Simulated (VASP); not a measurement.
# Mo3HS6 in VASP: a series of runs

Runs on Mo3HS6. Level: PBEsol. Tasks: single point.

Everything below comes from runs of VASP 6.6.1. Logs are shortened: lines on timing, memory, paths and dates and some standing lists are left out, and cuts for length are marked.

## 1. The cell of the first run

The cell holds a slab with vacuum, 10 atoms: a = 3.120 Å, b = 6.347 Å, c = 25.660 Å, α = 90.00°, β = 90.00°, γ = 104.23°.

## 2. Single point, PBEsol

File INCAR:

```
SYSTEM = Mo3HS6
  PREC = Accurate
  ENCUT = 520
  EDIFF = 1E-7
  ISMEAR = 0
  SIGMA = 0.1
  LREAL = .False.
  LASPH = .True.
  NELM = 80
  ALGO = Normal
  ISIF = 2
  LWAVE = .False.
  LCHARG = .False.
  LDIPOL = .True.
  IDIPOL = 3
  DIPOL = 0.5 0.5 0.480
  GGA = PS
  NBANDS = 50
```

File KPOINTS:

```
Automatic mesh
0
Gamma
  10 5 1
  0 0 0
```

File POSCAR:

```
Mo3HS6
1.0
    3.1204068985      0.0000000000      0.0000000000
   -1.5602034492      6.1523257957      0.0000000000
    0.0000000000      0.0000000000     25.6597815141
S Mo H
6 3 1
Direct
    0.8927216587      0.7854433174      0.3312576919
    0.1715891272      0.3431782543      0.3824398182
    0.4248770516      0.8497541032      0.4354374436
    0.7047428115      0.4094654124      0.4861970894
    0.9628665561      0.9257405526      0.5411345583
    0.1730160878      0.3460381128      0.6172031673
    0.5321553930      0.0643107859      0.3568487551
    0.0634283179      0.1268429315      0.4560351157
    0.6028601598      0.2057221030      0.5588565878
    0.5063494211      1.1793714461      0.6311903366
```

Potentials or basis: VASP PAW PBE potentials, release 64 (S, Mo_sv, H).

On the command line:

```console
$ cat potpaw_PBE.64/S/POTCAR potpaw_PBE.64/Mo_sv/POTCAR potpaw_PBE.64/H/POTCAR > POTCAR
$ mpirun -np 1 vasp_std > vasp.out
```

OUTCAR:

```text
SYSTEM = Mo3HS6
   PREC = Accurate
   ENCUT = 520
   EDIFF = 1E-7
   ISMEAR = 0
   LREAL = .False.
   LASPH = .True.
   NELM = 80
   ISIF = 2
   GGA = PS

 ion  position               nearest neighbor table
   1  0.893  0.785  0.331-   7 2.41   7 2.41
   2  0.172  0.343  0.382-   8 2.31   7 2.41   7 2.41
   3  0.425  0.850  0.435-   8 2.37   8 2.37   7 2.41
   4  0.705  0.409  0.486-   9 2.25   8 2.46   8 2.46
   5  0.963  0.926  0.541-   9 2.37   9 2.37   8 2.51
   6  0.173  0.346  0.617-  10 1.69   9 2.33   9 2.33
   7  0.532  0.064  0.357-   3 2.41   2 2.41   2 2.41   1 2.41   1 2.41   8 3.01   8 3.01
   8  0.063  0.127  0.456-   2 2.31   3 2.37   3 2.37   4 2.46   4 2.46   5 2.51   7 3.01   7 3.01
                             9 3.10   9 3.10
   9  0.603  0.206  0.559-  10 1.88   4 2.25   6 2.33   6 2.33   5 2.37   5 2.37   8 3.10   8 3.10

  10  0.506  0.179  0.631-   6 1.69   9 1.88

  LATTYP: Found a base centered orthorhombic cell.
 ALAT       =     3.1204068985
 B/A-ratio  =     3.9432843189
 C/A-ratio  =     8.2232165063

  Lattice vectors:

 A1 = (   1.5602034492,  -6.1523257957,   0.0000000000)
 A2 = (   1.5602034493,   6.1523257957,   0.0000000000)
 A3 = (   0.0000000000,   0.0000000000,  25.6597815141)

Analysis of symmetry for initial positions (statically):
=====================================================================
 Subroutine PRICEL returns:
 Original cell was already a primitive cell.

 Routine SETGRP: Setting up the symmetry group for a
 base centered orthorhombic supercell.

 Subroutine GETGRP returns: Found  1 space group operations
 (whereof  1 operations were pure point group operations)
 out of a pool of  8 trial point group operations.

The static configuration has the point symmetry C_1 .

Analysis of symmetry for dynamics (positions and initial velocities):
=====================================================================
 Subroutine PRICEL returns:
 Original cell was already a primitive cell.

 Routine SETGRP: Setting up the symmetry group for a
 base centered orthorhombic supercell.

 Subroutine GETGRP returns: Found  1 space group operations
 (whereof  1 operations were pure point group operations)
 out of a pool of  8 trial point group operations.

The dynamic configuration has the point symmetry C_1 .

 Subroutine INISYM returns: Found  1 space group operations
[... 147 lines left out ...]
   NUPDOWN=      -1.0000    fix difference up-down
   EMIN   =  10.00;   EMAX   =-10.00  energy-range for DOS
   EFERMI =   0.00;   METHOD = LEGACY
   ISMEAR =     0;   SIGMA  =   0.10  broadening in eV -4-tet -1-fermi 0-gaus
   EFERMI_NEDOS =   21; number of points for ismear=-14 and -15
   IALGO  =     38    algorithm
   IMIX   =      4    mixing-type and parameters
     AMIX     =   0.40;   BMIX     =  1.00
     AMIX_MAG =   1.60;   BMIX_MAG =  1.00
  volume/ion in A,a.u.               =      49.26       332.43
  Fermi-wavevector in a.u.,A,eV,Ry     =   0.889439  1.680795 10.763585  0.791101
  Thomas-Fermi vector in A             =   2.010999
   LORBIT       =      0    0 simple, 1 ext, 2 COOP (PROOUT), +10 PAW based schemes
   GGA     = PS    functional components
   LHFCALC =     F    Hartree Fock is set to
   AEXX    =    0.0000 exact exchange contribution
   IVDW    =     0    specifies the selected vdW correction
   LEPSILON=     F    determine dielectric tensor
   LRPA    =     F    only Hartree local field effects (RPA)
 non-spin polarized calculation
 Gauss-broadening in eV      SIGMA  =   0.10
  energy-cutoff  :      520.00
  volume of cell :      492.61
 maximum number of plane-waves:     13305
   NGX = 11   NGY = 23   NGZ = 95

 dipolmoment           0.000000      0.000000      0.410616 electrons x Angstroem

 number of electron      79.0000003 magnetization

 dipolmoment           0.000000      0.000000     -0.045937 electrons x Angstroem

 Free energy of the ion-electron system (eV)
  ---------------------------------------------------
  ext. energy  EPLUGINS =         0.00000000
  ---------------------------------------------------
  free energy    TOTEN  =       -68.65252652 eV

  energy without entropy =      -68.64361154  energy(sigma->0) =      -68.64806903

 E-fermi :  -0.6476     XC(G=0):  -4.2207

 val. band max:       -0.6856483750   @ k =   0.2000   0.4000   0.0000
 cond. band min:      -0.6360366471   @ k =   0.0000   0.4000   0.0000
 fundamental gap:      0.0496117279
 Fermi energy:        -0.6476312714

 k-point     1 :       0.0000    0.0000    0.0000
  band No.  band energies     occupation
      1     -62.2280      2.00000
      2     -62.1020      2.00000
      3     -61.8987      2.00000
      4     -36.5646      2.00000
      5     -36.4815      2.00000
      6     -36.2479      2.00000
[... 1261 lines left out ...]
     49       2.5664      0.00000
     50       2.7905      0.00000

 [... further k-points ...]

------------------------ aborting loop because EDIFF is reached ----------------------------------------

 vacuum level on the upper side and lower side of the slab       (xc-potential included)        -0.347         0.081

  FORCE on cell =-STRESS in cart. coord.  units (eV):
  Direction    XX          YY          ZZ          XY          YZ          ZX
  --------------------------------------------------------------------------------------
  -------------------------------------------------------------------------------------
  Total       -1.5808602     -0.0578344     -1.5106014      0.1742835      0.0858592     -1.0819723
  in kB       -5.1416267     -0.1881021     -4.9131154      0.5668437      0.2792506     -3.5190321
  external PRESSURE =      -3.4142814 kB  Pullay stress =       0.0000000 kB

 VOLUME and BASIS-vectors are now :
 -----------------------------------------------------------------------------
  energy-cutoff  :      520.00
  volume of cell :      492.61
      direct lattice vectors                 reciprocal lattice vectors
     3.120406899  0.000000000  0.000000000     0.320471026  0.081270078  0.000000000
    -1.560203449  6.152325796  0.000000000     0.000000000  0.162540157  0.000000000
     0.000000000  0.000000000 25.659781514     0.000000000  0.000000000  0.038971493

 POSITION                                       TOTAL-FORCE (eV/Angst)
 -----------------------------------------------------------------------------------
      1.56020      4.83230      8.50000        -0.004492      1.538466     -0.574834
      0.00000      2.11134      9.81332         0.015086      0.909307     -1.269273
      0.00000      5.22796     11.17323        -0.018378      0.280918     -1.187438
      1.56023      2.51916     12.47571         0.007238      0.456627     -0.424940
      1.56019      5.69546     13.88539        -0.035934      0.061097      0.283691
     -0.00001      2.12894     15.83730        -0.080820      0.245016      0.743353
      1.56020      0.39566      9.15666         0.017615     -2.848986      2.878348
      0.00002      0.78038     11.70176        -0.066301      0.080040      0.420510
      1.56020      1.26567     14.34014         0.738617     -0.739916     -0.846696
      1.30016      1.10355     16.19621        -0.572632      0.017430     -0.022721
 -----------------------------------------------------------------------------------
    total drift:                                0.000274      0.000210     -0.000184

  FREE ENERGIE OF THE ION-ELECTRON SYSTEM (eV)
  ---------------------------------------------------
  free  energy   TOTEN  =       -68.6525265239 eV

  energy  without entropy=      -68.6436115376  energy(sigma->0) =      -68.64806903

 vacuum level on the upper side and lower side of the slab         3.765         4.203
```

Run time: 11 min. Hardware: 1 thread of Intel Xeon 6975P-C (Granite Rapids), shared host; peak memory 0.8 GiB.

Results:

| Property | Result |
| --- | --- |
| Free energy | -68.6525 eV |
| Largest force | 4.050 eV/Å |
| Band gap on the k mesh | zero (an odd number of electrons rules out a gap without spin polarisation) |

Forces in eV/Å, atoms in the order of the input:
```
S   -0.004  1.538 -0.575
S    0.015  0.909 -1.269
S   -0.018  0.281 -1.187
S    0.007  0.457 -0.425
S   -0.036  0.061  0.284
S   -0.081  0.245  0.743
Mo   0.018 -2.849  2.878
Mo  -0.066  0.080  0.421
Mo   0.739 -0.740 -0.847
H   -0.573  0.017 -0.023
```

Levels at points of the mesh, in eV from the Fermi level:
```
           k point  band 35  band 36  band 37  band 38  band 39  band 40  band 41  band 42  band 43  band 44
(0.00, 0.00, 0.00)    -1.68    -1.44    -1.27    -1.12    -0.94    -0.51     0.13     0.79     1.07     1.35
(0.50, 0.00, 0.00)    -2.50    -2.06    -1.75    -1.01    -0.64     0.28     0.44     1.17     1.57     1.69
```

Caveat: the PAW data sets were made with another functional, which shifts forces and pressure a little.

[end of part 1 of 2]
